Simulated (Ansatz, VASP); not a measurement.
Two plane-wave programs on InReS4

```
In Re S
1.0
     3.03346    0.00000    0.00000
     0.00000    3.03346    0.00000
     0.00000    0.00000   13.76958
In Re S
1 1 4
Cartesian
  0.0000 0.0000 0.0000
  1.5167 1.5167 6.8848
  1.5167 1.5167 1.7025
  0.0000 0.0000 8.3155
  0.0000 0.0000 5.4540
  1.5167 1.5167 12.0671
```

Change from the starting cell: species swapped into the Hf4AgPd type (P4/mmm, No. 123).

Alike in both runs: functional PBE; k mesh 12 × 12 × 4; occupations gaussian, width 0.1 eV; no spin polarisation.

Ansatz relaxed the structure, and its values are those at the end. VASP's run is a single point on that final structure, the one shown.

|  | VASP | Ansatz |
| --- | --- | --- |
| version | VASP 6.6.1 | Ansatz 0.2.0 |
| potentials or method | VASP PAW PBE potentials, release 64 (In_d, Re, S), cutoff 520 eV | scalar-relativistic, plane waves, PAW |
| valence electrons in the cell | 44 | 52 |

```tsv
	VASP	Ansatz	Ansatz less VASP
gap on the k mesh at the Fermi level (eV)	none	none	-
pressure (GPa)	0.0	0.0	+0.05
rms of the force components (eV/Å)	0.004	0.000	-0.0037
```

A gap of «none» marks a metal or a gap that the smearing closes. The functional is the same, so the differences come from potentials, cutoffs and numerics. VASP's potentials hold 44 valence electrons a cell and Ansatz's 52, so a difference there can come from the potentials and not from the codes.

Spin-orbit coupling is off throughout.
